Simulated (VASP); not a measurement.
A run of VASP 6.6.1 is set up as follows.

File INCAR:

```
ALGO = Normal
EDIFF = 1E-6
ENCUT = 520
GGA = PE
ISIF = 2
ISMEAR = 0
LASPH = T
LCHARG = T
LELF = T
LREAL = F
LVHAR = T
LWAVE = F
NBANDS = 12
NELM = 80
PREC = Accurate
SIGMA = 0.15
```

Contents of KPOINTS:

```
k-points
0
Gamma
  20 20 20
```

POSCAR

```
Au
1.0
    0.0000000000      2.1477750000      2.1477750000
    2.1477750000      0.0000000000      2.1477750000
    2.1477750000      2.1477750000      0.0000000000
Au
1
Direct
    0.0000000000      0.0000000000      0.0000000000
```

Potentials or basis: VASP PAW PBE potentials, release 64 (Au).

Run with:

```bash
$ cat potpaw_PBE.64/Au/POTCAR > POTCAR
$ mpirun -np 1 vasp_std > vasp.out
```

(1) What does it give for the pressure?

Results:

(1) -10.3 GPa.

Caveat: the cell differs from its parent crystal (strain +0.050 along x and y, +0.050 along z).
